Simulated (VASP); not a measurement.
Runs of VASP 6.6.1 on Bi. The structure is that of space group Fm-3m (No. 225), or close to it. The cells are those of the table. This isn't the form of Bi at room conditions, which is rhombohedral.

| cell | gap on the mesh (eV) | pressure (GPa) |
| --- | --- | --- |
| a = 3.677 Å, angles 60.0°, 1 atom | none | (a) |
| a = 3.182 Å, angles 60.0°, 1 atom | none | (b) |
| a = 3.248 Å, angles 60.0°, 1 atom | none | 19.2 |
| a = 3.338 Å, angles 60.0°, 1 atom | none | 9.4 |
| a = 3.479 Å, angles 60.0°, 1 atom | none | -0.4 |

Alike in all rows: task single point; level revPBE+D3(BJ); potentials or basis VASP PAW PBE potentials, release 64 (Bi_d); no spin polarisation; k mesh 6 × 6 × 6; cutoff (eV) 500; smearing fermi-dirac 0.05 eV.

Question: Estimate the missing entries.

Answer: (a) -7.3; (b) 29.0.

Caveats: some runs use coarse meshes; three body term missing; the PAW data sets were made with another functional, which shifts forces and pressure a little; spin-orbit coupling is left out, which moves the levels of the heavy elements; the cell stands under tension (at least some runs).

A k mesh can miss the band edges, and the runs leave out spin-orbit coupling on Bi.

A gap of «none» marks levels without a gap at the run's occupations.
